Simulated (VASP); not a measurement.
Runs of VASP 6.6.1 on NaI. The structure is that of space group Fm-3m (No. 225), or close to it. The cells are those of the table. 

```tsv
level	cell	smearing	gap on the mesh (eV)	pressure (GPa)
PBE	a = 4.542, b = 4.542, c = 4.516 Å, angles 60.2, 60.2, 59.6°, 2 atoms	fermi-dirac 0.02 eV	3.71	(c)
PBE	a = 4.566, b = 4.566, c = 4.553 Å, angles 60.1, 60.1, 59.8°, 2 atoms	fermi-dirac 0.02 eV	3.66	(a)
r2SCAN	a = 4.542, b = 4.542, c = 4.516 Å, angles 60.2, 60.2, 59.6°, 2 atoms	gaussian 0.01 eV	4.52	0.3
r2SCAN	a = 4.566, b = 4.566, c = 4.553 Å, angles 60.1, 60.1, 59.8°, 2 atoms	gaussian 0.01 eV	4.47	(b)
```

Alike in all rows: task single point; potentials or basis VASP PAW PBE potentials, release 64 (Na_pv, I); no spin polarisation; k mesh 8 × 8 × 8; cutoff (eV) 520.

Estimate the missing entries.

(a) 0.6; (b) 0.0; (c) 1.0.

Caveats: spin-orbit coupling is left out, which moves the levels of the heavy elements; the PAW data sets were made with another functional, which shifts forces and pressure a little (at least some runs).

A k mesh can miss the band edges, and the runs leave out spin-orbit coupling on I.
